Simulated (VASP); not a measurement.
# Zn7S8 (a cell with a defect) in VASP: a series of runs, part 2 of 2

VASP 6.6.1. Earlier steps stand in the parts before.

### Step 3. Single point, PBEsol

INCAR reads:

```
PREC = Accurate
ENCUT = 520
EDIFF = 1E-7
ISMEAR = 0
SIGMA = 0.02
LREAL = Auto
LASPH = True
NELM = 60
ALGO = Normal
ISIF = 2
LWAVE = False
LCHARG = False
GGA = PS
NBANDS = 79
NELECT = 134.0
```

KPOINTS reads:

```
regular mesh
0
Gamma
  2 2 2
```

POSCAR reads:

```
Zn7S8
1.0
    0.0000000000      5.3560912044     -5.3560912044
    5.3560912044      5.3560912044      0.0000000000
    5.3560912044      0.0000000000     -5.3560912044
Zn S
7 8
Direct
    0.0120362962     -0.5120363704      0.5120363704
    0.4879636848      0.0120363895      0.5120362771
    0.4879635914      0.4879635914      0.5120363704
    0.0120363895      0.0120363895      0.9879635723
    0.0120363895      0.4879636848      0.9879635723
    0.4879636848      0.0120363895      0.9879635723
    0.4999999809      0.4999999809      1.0000000552
    0.1198033184      0.1198033184      0.1405899323
    0.1225700749      0.6258100118      0.1258099376
    0.6258100118      0.1225700749      0.1258099376
    0.6258100118      0.6258100118      0.1258099376
    0.1198033184      0.1198033184      0.6198033927
    0.1198033184      0.6405900066      0.6198033927
    0.6405900066      0.1198033184      0.6198033927
    0.6258100118      0.6258100118      0.6225699624
```

Potentials or basis: VASP PAW PBE potentials, release 64 (Zn, S).

Launch:

```bash
$ cat potpaw_PBE.64/Zn/POTCAR potpaw_PBE.64/S/POTCAR > POTCAR
$ mpirun -np 1 vasp_std > vasp.out
```

OUTCAR:

```text
PREC = Accurate
   ENCUT = 520
   EDIFF = 1E-7
   ISMEAR = 0
   LREAL = Auto
   LASPH = True
   NELM = 60
   ISIF = 2
   GGA = PS
   NELECT = 134.0

 ion  position               nearest neighbor table
   1  0.012  0.488  0.512-  12 2.29  13 2.29  15 2.39   9 2.39
   2  0.488  0.012  0.512-  14 2.29  12 2.29  10 2.39  15 2.39
   3  0.488  0.488  0.512-  13 2.29  14 2.29  15 2.39  11 2.39
   4  0.012  0.012  0.988-  12 2.29   8 2.29  10 2.39   9 2.39
   5  0.012  0.488  0.988-  13 2.29   8 2.29  11 2.39   9 2.39
   6  0.488  0.012  0.988-  14 2.29   8 2.29  11 2.39  10 2.39
   7  0.500  0.500  0.000-   9 2.33  10 2.33  11 2.33  15 2.33
   8  0.120  0.120  0.141-   4 2.29   5 2.29   6 2.29
   9  0.123  0.626  0.126-   7 2.33   5 2.39   4 2.39   1 2.39
  10  0.626  0.123  0.126-   7 2.33   2 2.39   6 2.39   4 2.39
  11  0.626  0.626  0.126-   7 2.33   6 2.39   5 2.39   3 2.39
  12  0.120  0.120  0.620-   4 2.29   1 2.29   2 2.29
  13  0.120  0.641  0.620-   5 2.29   3 2.29   1 2.29
  14  0.641  0.120  0.620-   6 2.29   3 2.29   2 2.29
  15  0.626  0.626  0.623-   7 2.33   1 2.39   2 2.39   3 2.39

  LATTYP: Found a face centered cubic cell.
 ALAT       =    10.7121824088

  Lattice vectors:

 A1 = (   0.0000000000,   5.3560912044,  -5.3560912044)
 A2 = (   5.3560912044,   5.3560912044,   0.0000000000)
 A3 = (   5.3560912044,   0.0000000000,  -5.3560912044)

Analysis of symmetry for initial positions (statically):
=====================================================================
 Subroutine PRICEL returns:
 Original cell was already a primitive cell.

 Routine SETGRP: Setting up the symmetry group for a
 face centered cubic supercell.

 Subroutine GETGRP returns: Found 24 space group operations
 (whereof  4 operations were pure point group operations)
 out of a pool of 48 trial point group operations.

The static configuration has the point symmetry C_2v.
 The point group associated with its full space group is T_d .

Analysis of symmetry for dynamics (positions and initial velocities):
=====================================================================
 Subroutine PRICEL returns:
 Original cell was already a primitive cell.

 Routine SETGRP: Setting up the symmetry group for a
 face centered cubic supercell.

 Subroutine GETGRP returns: Found 24 space group operations
 (whereof  4 operations were pure point group operations)
 out of a pool of 48 trial point group operations.

The dynamic configuration has the point symmetry C_2v.
 The point group associated with its full space group is T_d .

 Subroutine INISYM returns: Found 24 space group operations
 (whereof  4 operations are pure point group operations),
 and found     1 'primitive' translations

----------------------------------------------------------------------------------------

                                     Primitive cell

  volume of cell :     307.3080

  direct lattice vectors                    reciprocal lattice vectors
[... 74 lines left out ...]
   number of dos      NEDOS =    301   number of ions     NIONS =     15
   total plane-waves  NPLWV = 175616
   dimension x,y,z NGX =    56 NGY =   56 NGZ =   56
   dimension x,y,z NGXF=   112 NGYF=  112 NGZF=  112
   ions per type =               7   8
   NGX,Y,Z   is equivalent  to a cutoff of  12.29, 12.29, 12.29 a.u.
   NGXF,Y,Z  is equivalent  to a cutoff of  24.58, 24.58, 24.58 a.u.
 SYSTEM =  unknown system
   PREC   = accura    normal or accurate (medium, high low for compatibility)
   ISTART =      0    job   : 0-new  1-cont  2-samecut
   ICHARG =      2    charge: 1-file 2-atom 10-const
   ISPIN  =      1    spin polarized calculation?
   LNONCOLLINEAR =      F non collinear calculations
   LSORBIT =      F    spin-orbit coupling
   LASPH  =      T    aspherical Exc in radial PAW
   ENCUT  =  520.0 eV  38.22 Ry    6.18 a.u.  14.08 14.08 14.08*2*pi/ulx,y,z
   NELM   =     60;   NELMIN=  2; NELMDL= -5     # of ELM steps
   EDIFF  = 0.1E-06   stopping-criterion for ELM
   LREAL  =      T    real-space projection
   EDIFFG = 0.1E-05   stopping-criterion for IOM
   NSW    =      0    number of steps for IOM
   IBRION =     -1    ionic relax: 0-MD 1-quasi-New 2-CG
   NFREE  =      0    steps in history (QN), initial steepest desc. (CG)
   ISIF   =      2    stress and relaxation
   ISYM   =      2    0-nonsym 1-usesym 2-fastsym
   POTIM  = 0.5000    time-step for ionic-motion
   TEBEG  =    0.0;   TEEND  =   0.0 temperature during run
   PSTRESS=    0.0 pullay stress
   NELECT =     134.0000    total number of electrons
   NUPDOWN=      -1.0000    fix difference up-down
   EMIN   =  10.00;   EMAX   =-10.00  energy-range for DOS
   EFERMI =   0.00;   METHOD = LEGACY
   ISMEAR =     0;   SIGMA  =   0.02  broadening in eV -4-tet -1-fermi 0-gaus
   EFERMI_NEDOS =   21; number of points for ismear=-14 and -15
   IALGO  =     38    algorithm
   IMIX   =      4    mixing-type and parameters
     AMIX     =   0.40;   BMIX     =  1.00
     AMIX_MAG =   1.60;   BMIX_MAG =  1.00
  volume/ion in A,a.u.               =      20.49       138.25
  Fermi-wavevector in a.u.,A,eV,Ry     =   1.241419  2.345942 20.968234  1.541122
  Thomas-Fermi vector in A             =   2.375818
   LORBIT       =      0    0 simple, 1 ext, 2 COOP (PROOUT), +10 PAW based schemes
   GGA     = PS    functional components
   LHFCALC =     F    Hartree Fock is set to
   AEXX    =    0.0000 exact exchange contribution
   IVDW    =     0    specifies the selected vdW correction
   LEPSILON=     F    determine dielectric tensor
   LRPA    =     F    only Hartree local field effects (RPA)
 non-spin polarized calculation
 Gauss-broadening in eV      SIGMA  =   0.02
  energy-cutoff  :      520.00
  volume of cell :      307.31
 maximum number of plane-waves:      8363
   NGX = 29   NGY = 29   NGZ = 29

 number of electron     133.9999948 magnetization

 Free energy of the ion-electron system (eV)
  ---------------------------------------------------
  ext. energy  EPLUGINS =         0.00000000
  ---------------------------------------------------
  free energy    TOTEN  =       -51.06206599 eV

  energy without entropy =      -51.06206599  energy(sigma->0) =      -51.06206599

 E-fermi :   2.3107     XC(G=0):  -9.7890

 val. band max:        2.1957841007   @ k =   0.0000   0.0000   0.0000
 cond. band min:       4.0811653952   @ k =   0.0000   0.0000   0.0000
 fundamental gap:      1.8853812946
 Fermi energy:         2.3106714112

 k-point     1 :       0.0000    0.0000    0.0000
  band No.  band energies     occupation
      1     -11.2472      2.00000
      2     -10.3259      2.00000
      3     -10.3259      2.00000
      4     -10.3259      2.00000
      5     -10.0194      2.00000
      6      -9.6632      2.00000
[... 235 lines left out ...]
     78       7.9850      0.00000
     79       8.2320      0.00000

------------------------ aborting loop because EDIFF is reached ----------------------------------------

  FORCE on cell =-STRESS in cart. coord.  units (eV):
  Direction    XX          YY          ZZ          XY          YZ          ZX
  --------------------------------------------------------------------------------------
  -------------------------------------------------------------------------------------
  Total       13.2769041     13.2769041     13.2769041     -0.0000000      0.0000000     -0.0000000
  in kB       69.2203057     69.2203057     69.2203057     -0.0000000      0.0000000     -0.0000000
  external PRESSURE =      69.2203057 kB  Pullay stress =       0.0000000 kB

 VOLUME and BASIS-vectors are now :
 -----------------------------------------------------------------------------
  energy-cutoff  :      520.00
  volume of cell :      307.31
      direct lattice vectors                 reciprocal lattice vectors
     0.000000000  5.356091204 -5.356091204    -0.093351659  0.093351659 -0.093351659
     5.356091204  5.356091204  0.000000000     0.093351659  0.093351659  0.093351659
     5.356091204  0.000000000 -5.356091204     0.093351659 -0.093351659 -0.093351659

 POSITION                                       TOTAL-FORCE (eV/Angst)
 -----------------------------------------------------------------------------------
      5.35609      2.67805     -2.80698         0.000000     -0.000000     -0.006266
      2.80698      2.67805     -5.35609         0.006266     -0.000000      0.000000
      5.35609      5.22715     -5.35609         0.000000     -0.006266      0.000000
      5.35609      0.12894     -5.35609         0.000000      0.006266      0.000000
      7.90520      2.67805     -5.35609        -0.006266     -0.000000      0.000000
      5.35609      2.67805     -7.90520         0.000000     -0.000000      0.006266
      2.67805      5.35609     -2.67805         0.000000      0.000000     -0.000000
      1.39469      1.28335     -1.39469         0.017093     -0.017093     -0.017093
      4.02575      4.00839     -1.33035        -0.001366      0.001366     -0.001366
      1.33035      4.00839     -4.02575         0.001366      0.001366      0.001366
      4.02575      6.70379     -4.02575        -0.001366     -0.001366      0.001366
      3.96140      1.28335     -3.96140        -0.017093     -0.017093      0.017093
      6.75078      4.07274     -3.96140         0.017093      0.017093      0.017093
      3.96140      4.07274     -6.75078        -0.017093      0.017093     -0.017093
      6.68644      6.70379     -6.68644         0.001366     -0.001366     -0.001366
 -----------------------------------------------------------------------------------
    total drift:                               -0.000717      0.000762      0.000683

  FREE ENERGIE OF THE ION-ELECTRON SYSTEM (eV)
  ---------------------------------------------------
  free  energy   TOTEN  =       -51.0620659920 eV

  energy  without entropy=      -51.0620659920  energy(sigma->0) =      -51.06206599
```

Run time: 76 s. Hardware: 1 thread of AMD EPYC 9R45 (Zen 5), shared host; peak memory 0.38 GiB.

Results:

| Property | Result |
| --- | --- |
| Free energy | -51.0621 eV |
| Largest force | 0.030 eV/Å |

Forces in eV/Å, atoms in the order of the input:
```
Zn   0.000  0.000 -0.006
Zn   0.006  0.000  0.000
Zn   0.000 -0.006  0.000
Zn   0.000  0.006  0.000
Zn  -0.006  0.000  0.000
Zn   0.000  0.000  0.006
Zn   0.000  0.000  0.000
S    0.017 -0.017 -0.017
S   -0.001  0.001 -0.001
S    0.001  0.001  0.001
S   -0.001 -0.001  0.001
S   -0.017 -0.017  0.017
S    0.017  0.017  0.017
S   -0.017  0.017 -0.017
S    0.001 -0.001 -0.001
```

Caveat: the k points lie up to 0.51 Å⁻¹ apart; the cell carries a net charge on a neutralising background, which shifts energy and pressure; the cell is charged against a uniform background, so pressure and absolute levels hang on convention; the PAW data sets were made with another functional, which shifts forces and pressure a little.
